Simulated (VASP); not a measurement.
Write the native input for VASP 6.6.1 that does the following.

```yaml
Task: single point
Functional: PBE
Potentials_or_basis: VASP PAW PBE potentials, release 64 (K_sv)
Cutoff: 520 eV
k_mesh: 12 × 12 × 12
Occupations: gaussian, width 0.1 eV
Spin: no spin polarisation
Dipole_correction: no
Further_INCAR_settings: ALGO = Normal; EDIFF = 1e-06; NBANDS = 20
```

The structure of K lies in POSCAR:

```
K
1.0
    2.3588476691      1.3618813367     10.7731285821
   -2.3588476691      1.3618813367     10.7731285821
    0.0000000000     -2.7237626735     10.7731285821
K
3
Direct
    0.0000000000      0.0000000000      0.0000000000
    0.7812493278      0.7812493278      0.7812493278
    0.2187506722      0.2187506722      0.2187506722
```

This cell differs from its parent crystal: strained.

One way to write it, as run:

INCAR

```
PREC = Accurate
ENCUT = 520
EDIFF = 1E-6
ISMEAR = 0
SIGMA = 0.1
LREAL = F
LASPH = T
NELM = 100
ALGO = Normal
ISIF = 2
LWAVE = F
LCHARG = F
GGA = PE
NBANDS = 20
```

KPOINTS

```
Automatic mesh
0
Gamma
  12 12 12
```

Potentials or basis: VASP PAW PBE potentials, release 64 (K_sv).

The run is started by

```sh
$ cat potpaw_PBE.64/K_sv/POTCAR > POTCAR
$ mpirun -np 1 vasp_std > vasp.out
```

It gave:

```
Pressure               : 0.3 GPa
Largest force          : 0.109 eV/Å
Band gap on the k mesh : zero (an odd number of electrons rules out a gap without spin polarisation)
```

Caveat: the cell differs from its parent crystal (strained).

It took 75 min on 1 thread of Intel(R) Xeon(R) Platinum 8375C CPU @ 2.90GHz (Ice Lake), on a shared host, peak memory 1.4 GiB.
